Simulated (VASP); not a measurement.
## MgGaF5: single point with PBEsol

MgGaF5:

```
Mg Ga F
1.0
     3.45520    0.00000    0.00000
     0.00000    3.45520    0.00000
     0.00000    0.00000    5.42235
Mg Ga F
1 1 5
Direct
  0.00000 0.00000 0.50000
  0.50000 0.50000 0.00000
  0.00000 0.00000 0.00000
  0.50000 0.00000 0.72242
  0.00000 0.50000 0.72242
  0.50000 0.00000 0.27758
  0.00000 0.50000 0.27758
```

| Quantity | Value |
| --- | --- |
| Program | VASP 6.6.1 |
| Task | single point |
| Functional | PBEsol |
| Potentials or basis | VASP PAW PBE potentials, release 64 (Mg, Ga_d, F) |
| Cutoff | 520 eV |
| k mesh | 6 × 6 × 4 |
| Occupations | fermi-dirac, width 0.03 eV |
| Spin | no spin polarisation |
| Dipole correction | no |
| Further INCAR settings | ALGO = Normal; EDIFF = 1e-06; NBANDS = 34 |

```yaml
Pressure: -0.4 GPa
Largest_force: 0.040 eV/Å
Band_gap_on_the_k_mesh: 0.27 eV (least direct gap 0.93 eV)
```

Forces on the atoms (eV/Å):
```
Mg   0.000  0.000  0.000
Ga   0.000  0.000  0.000
F    0.000  0.000  0.000
F    0.000  0.000 -0.040
F    0.000  0.000 -0.040
F    0.000  0.000  0.040
F    0.000  0.000  0.040
```

Levels at points of the mesh, in eV from the valence-band top:
```
           k point  band 22  band 23  band 24  band 25  band 26  band 27  band 28  band 29
(0.00, 0.00, 0.00)    -1.64    -1.22    -1.22    -0.66     0.27     7.50     8.88    10.30
(0.50, 0.00, 0.00)    -2.35    -1.10    -1.05     0.00     2.78     7.26     9.13     9.13
(0.50, 0.50, 0.00)    -1.28    -1.28    -1.27    -0.14     1.40     8.86     8.86    10.13
(0.00, 0.00, 0.50)    -1.82    -1.12    -1.07    -1.07     1.57     5.99    10.53    10.53
(0.50, 0.00, 0.50)    -3.13    -0.92    -0.48    -0.21     2.95     7.87     8.59     9.25
(0.50, 0.50, 0.50)    -1.31    -0.54    -0.54    -0.37     1.87     9.41     9.41     9.81
```

Wall time 35 s on 1 thread of AMD EPYC 9R45 96-Core Processor (Zen 5), with other jobs on the host, peak memory 0.18 GiB.

Caveat: the PAW data sets were made with another functional, which shifts forces and pressure a little. A k mesh can miss the band edges.
